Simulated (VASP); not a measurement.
Write the native input for VASP 6.6.1 that does the following.

```yaml
Task: single point
Functional: PBE
Potentials_or_basis: VASP PAW PBE potentials, release 64 (Cd)
Cutoff: 520 eV
k_mesh: 13 × 13 × 4
Occupations: fermi-dirac, width 0.15 eV
Spin: no spin polarisation
Dipole_correction: no
Further_INCAR_settings: ALGO = Normal; EDIFF = 1e-06; NBANDS = 32
```

The structure of Cd lies in POSCAR:

```
Cd
1.0
    3.1549293600      0.0000000000      0.0000000000
   -1.5774646800      2.7322485000      0.0000000000
    0.0000000000      0.0000000000     10.0256987697
Cd
4
Direct
    0.0000000000      0.0000000000      0.0000000000
    0.3333333333      0.6666666667      0.2500000000
    0.0000000000      0.0000000000      0.5000000000
    0.6666666667      0.3333333333      0.7500000000
```

One way to write it, as run:

INCAR

```
SYSTEM = Cd
ALGO     = Normal         ! electronic algorithm
EDIFF    = 1E-6           ! SCF threshold, eV
ENCUT    = 520            ! plane-wave cutoff, eV
GGA      = PE             ! functional
ISIF     = 2              ! what is computed and relaxed
ISMEAR   = -1             ! smearing method
LASPH    = .TRUE.         ! aspherical terms in the spheres
LCHARG   = .FALSE.        ! write CHGCAR
LREAL    = .FALSE.        ! projectors in reciprocal space
LWAVE    = .FALSE.        ! write WAVECAR
NBANDS   = 32             ! bands
NELM     = 80             ! most SCF steps
PREC     = Accurate       ! precision mode
SIGMA    = 0.15           ! smearing width, eV
```

KPOINTS

```
k-points
0
G
  13 13 4
  0 0 0
```

Potentials or basis: VASP PAW PBE potentials, release 64 (Cd).

Command:

```bash
$ cat potpaw_PBE.64/Cd/POTCAR > POTCAR
$ mpirun -np 1 vasp_std > vasp.out
```

It gave:

```yaml
Pressure: 3.0 GPa
Band_gap_on_the_k_mesh: zero (bands 24 and 25 overlap by 2.70 eV)
```

Caveat: the cell stands under pressure.

It took 67 s on 1 thread of AMD EPYC 9R45 96-Core Processor (Zen 5), with other jobs on the host, peak memory 0.25 GiB.
